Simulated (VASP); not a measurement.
# BiAs (CsCl type) (Pm-3m) in VASP: further runs, part 2 of 2

VASP 6.6.1. Earlier steps stand in the parts before.

### 5 Single point, PBEsol (volume scaled by 0.76)

File INCAR:

```
SYSTEM = BiAs
PREC = Accurate ; ENCUT = 520
EDIFF = 1E-6 ; ISMEAR = -1
SIGMA = 0.08 ; LREAL = .FALSE.
LASPH = .TRUE. ; NELM = 80
ALGO = Normal ; ISIF = 2
LWAVE = .FALSE. ; LCHARG = .FALSE.
GGA = PS ; NBANDS = 17
```

File KPOINTS:

```
regular mesh
0
G
  12 12 12
  0 0 0
```

File POSCAR:

```
BiAs
1.0
    3.3124241271      0.0000000000      0.0000000000
    0.0000000000      3.3124241271      0.0000000000
    0.0000000000      0.0000000000      3.3124241271
Bi As
1 1
Direct
    0.0000000000      0.0000000000      0.0000000000
    0.5000000000      0.5000000000      0.5000000000
```

The run is started by

```sh
$ cat potpaw_PBE.64/Bi_d/POTCAR potpaw_PBE.64/As/POTCAR > POTCAR
$ mpirun -np 1 vasp_std > vasp.out
```

It took 37 s on 1 thread of Intel Xeon Platinum 8259CL at 2.50GHz (Skylake/Cascade Lake), shared host; peak memory 0.19 GiB.

It converged, with:

| Property | Result |
| --- | --- |
| Free energy | -7.9335 eV |
| Pressure | 38.7 GPa |
| Band gap on the k mesh | zero (band 10 reaches 13.06 eV, above the bottom of band 11 at 7.78 eV) |

Levels at points of the mesh, in eV from the Fermi level:
| k point | band 6 | band 7 | band 8 | band 9 | band 10 | band 11 | band 12 | band 13 | band 14 | band 15 |
| --- | --- | --- | --- | --- | --- | --- | --- | --- | --- | --- |
| (0.00, 0.00, 0.00) | -17.02 | -6.03 | -2.80 | -2.80 | -2.80 | 3.34 | 3.34 | 8.55 | 8.55 | 8.55 |
| (0.50, 0.00, 0.00) | -13.54 | -13.21 | 0.29 | 0.47 | 0.47 | 0.59 | 1.93 | 1.93 | 4.71 | 7.41 |
| (0.50, 0.50, 0.00) | -11.02 | -10.66 | -7.86 | -7.86 | 1.05 | 4.49 | 4.83 | 4.83 | 7.48 | 8.97 |
| (0.50, 0.50, 0.50) | -9.67 | -9.05 | -3.86 | -3.86 | -3.86 | -3.80 | -3.80 | -3.80 | 19.06 | 19.06 |

Caveat: the PAW data sets were made with another functional, which shifts forces and pressure a little; spin-orbit coupling is left out, which moves the levels of the heavy elements.

### 6 Single point, PBEsol (volume scaled by 0.84)

File INCAR:

```
PREC = Accurate
ENCUT = 520
EDIFF = 1E-6
ISMEAR = -1
SIGMA = 0.08
LREAL = False
LASPH = True
NELM = 80
ALGO = Normal
ISIF = 2
LWAVE = False
LCHARG = False
GGA = PS
NBANDS = 17
```

File KPOINTS:

```
regular mesh
0
Gamma
  12 12 12
```

File POSCAR:

```
BiAs
1.0
    3.4247943937      0.0000000000      0.0000000000
    0.0000000000      3.4247943937      0.0000000000
    0.0000000000      0.0000000000      3.4247943937
Bi As
1 1
Direct
    0.0000000000      0.0000000000      0.0000000000
    0.5000000000      0.5000000000      0.5000000000
```

Potentials or basis: VASP PAW PBE potentials, release 64 (Bi_d, As).

The run is started by

```sh
$ cat potpaw_PBE.64/Bi_d/POTCAR potpaw_PBE.64/As/POTCAR > POTCAR
$ mpirun -np 1 vasp_std > vasp.out
```

OUTCAR:

```text
PREC = Accurate
   ENCUT = 520
   EDIFF = 1E-6
   ISMEAR = -1
   LREAL = False
   LASPH = True
   NELM = 80
   ISIF = 2
   GGA = PS

 ion  position               nearest neighbor table
   1  0.000  0.000  0.000-   2 2.97   2 2.97   2 2.97   2 2.97   2 2.97   2 2.97   2 2.97   2 2.97

   2  0.500  0.500  0.500-   1 2.97   1 2.97   1 2.97   1 2.97   1 2.97   1 2.97   1 2.97   1 2.97

  LATTYP: Found a simple cubic cell.
 ALAT       =     3.4247943937

  Lattice vectors:

 A1 = (   3.4247943937,   0.0000000000,   0.0000000000)
 A2 = (   0.0000000000,   3.4247943937,   0.0000000000)
 A3 = (   0.0000000000,   0.0000000000,   3.4247943937)

Analysis of symmetry for initial positions (statically):
=====================================================================
 Subroutine PRICEL returns:
 Original cell was already a primitive cell.

 Routine SETGRP: Setting up the symmetry group for a
 simple cubic supercell.

 Subroutine GETGRP returns: Found 48 space group operations
 (whereof 48 operations were pure point group operations)
 out of a pool of 48 trial point group operations.

The static configuration has the point symmetry O_h .
[... 159 lines left out ...]
  energy without entropy =       -8.59267415  energy(sigma->0) =       -8.60316963

 E-fermi :  10.0150     XC(G=0): -11.6810

 val. band max:       10.0133024967   @ k =   0.3333   0.0833   0.0000
 cond. band min:      10.0336688806   @ k =   0.5000   0.3333   0.1667
 fundamental gap:      0.0203663839
 Fermi energy:        10.0150163238

 k-point     1 :       0.0000    0.0000    0.0000
  band No.  band energies     occupation
      1     -13.2546      2.00000
      2     -13.2546      2.00000
      3     -13.0460      2.00000
      4     -13.0460      2.00000
      5     -13.0460      2.00000
      6      -5.9148      2.00000
[... 457 lines left out ...]
      4     -13.0852      2.00000
      5     -13.0104      2.00000
      6      -2.2487      2.00000
[... 9 lines left out ...]
     16      19.9917      0.00000
     17      20.6600      0.00000

 [... further k-points ...]

------------------------ aborting loop because EDIFF is reached ----------------------------------------

  FORCE on cell =-STRESS in cart. coord.  units (eV):
  Direction    XX          YY          ZZ          XY          YZ          ZX
  --------------------------------------------------------------------------------------
  -------------------------------------------------------------------------------------
  Total        4.9384110      4.9384110      4.9384110      0.0000000      0.0000000     -0.0000000
  in kB      196.9673769    196.9673769    196.9673769      0.0000000      0.0000000     -0.0000000
  external PRESSURE =     196.9673769 kB  Pullay stress =       0.0000000 kB

 VOLUME and BASIS-vectors are now :
 -----------------------------------------------------------------------------
  energy-cutoff  :      520.00
  volume of cell :       40.17
      direct lattice vectors                 reciprocal lattice vectors
     3.424794394  0.000000000  0.000000000     0.291988331  0.000000000  0.000000000
     0.000000000  3.424794394  0.000000000     0.000000000  0.291988331  0.000000000
     0.000000000  0.000000000  3.424794394     0.000000000  0.000000000  0.291988331

 POSITION                                       TOTAL-FORCE (eV/Angst)
 -----------------------------------------------------------------------------------
      0.00000      0.00000      0.00000         0.000000      0.000000      0.000000
      1.71240      1.71240      1.71240         0.000000      0.000000      0.000000
 -----------------------------------------------------------------------------------
    total drift:                               -0.000000      0.000000     -0.000000

  FREE ENERGIE OF THE ION-ELECTRON SYSTEM (eV)
  ---------------------------------------------------
  free  energy   TOTEN  =        -8.6136651076 eV

  energy  without entropy=       -8.5926741464  energy(sigma->0) =       -8.60316963
```

OSZICAR:

```text
N       E                     dE             d eps       ncg     rms          rms(c)
DAV:   1     0.148147198384E+03    0.14815E+03   -0.10284E+04  2872   0.136E+03
DAV:   2     0.685860722566E+00   -0.14746E+03   -0.14344E+03  3078   0.345E+02
DAV:   3    -0.853535180700E+01   -0.92212E+01   -0.90894E+01  3654   0.854E+01
DAV:   4    -0.872937316596E+01   -0.19402E+00   -0.19348E+00  3550   0.124E+01
DAV:   5    -0.873592478031E+01   -0.65516E-02   -0.65513E-02  4095   0.217E+00    0.244E+00
DAV:   6    -0.862190592683E+01    0.11402E+00   -0.26364E-01  4263   0.417E+00    0.142E+00
DAV:   7    -0.861559952869E+01    0.63064E-02   -0.37793E-02  3776   0.114E+00    0.603E-01
DAV:   8    -0.861374249906E+01    0.18570E-02   -0.29369E-03  3542   0.466E-01    0.855E-02
DAV:   9    -0.861366326101E+01    0.79238E-04   -0.35468E-04  3901   0.148E-01    0.451E-02
DAV:  10    -0.861366607674E+01   -0.28157E-05   -0.34418E-05  3477   0.322E-02    0.384E-02
DAV:  11    -0.861366510763E+01    0.96912E-06   -0.99823E-07  2589   0.989E-03
   1 F= -.86136651E+01 E0= -.86031696E+01  d E =-.209910E-01
```

Wall time 36 s (1 thread of Intel Xeon Platinum 8259CL at 2.50GHz (Skylake/Cascade Lake), shared host); peak memory 0.19 GiB.

What came out:

| Property | Result |
| --- | --- |
| Free energy | -8.6137 eV |
| Pressure | 19.7 GPa |
| Band gap on the k mesh | zero (band 10 reaches 11.17 eV, above the bottom of band 11 at 6.64 eV) |

Levels at points of the mesh, in eV from the Fermi level:
```
           k point  band 7  band 8  band 9  band 10  band 11  band 12  band 13  band 14
(0.00, 0.00, 0.00)   -6.56   -2.46   -2.46    -2.46     3.52     3.52     7.52     7.52
(0.50, 0.00, 0.00)  -12.45   -0.05    0.18     0.43     0.43     1.84     1.84     5.06
(0.50, 0.50, 0.00)  -10.41   -7.03   -7.03     1.01     3.97     4.56     4.56     7.15
(0.50, 0.50, 0.50)   -9.18   -3.38   -3.38    -3.38    -3.37    -3.37    -3.37    17.95
```

Caveat: the PAW data sets were made with another functional, which shifts forces and pressure a little; spin-orbit coupling is left out, which moves the levels of the heavy elements.

### 7 Overview

```tsv
cell	gap on the mesh (eV)	pressure (GPa)
a = 2.781 Å, 2 atoms	none	366.5
a = 3.061 Å, 2 atoms	none	122.3
a = 3.192 Å, 2 atoms	none	69.8
a = 3.312 Å, 2 atoms	none	38.7
a = 3.425 Å, 2 atoms	none	19.7
```

Alike in all rows: task single point; level PBEsol; potentials or basis VASP PAW PBE potentials, release 64 (Bi_d, As); no spin polarisation; k mesh 12 × 12 × 12; cutoff (eV) 520; smearing fermi-dirac 0.08 eV.

Caveats: the PAW data sets were made with another functional, which shifts forces and pressure a little; spin-orbit coupling is left out, which moves the levels of the heavy elements.

Absolute energies hang on the potentials; compare differences alone.
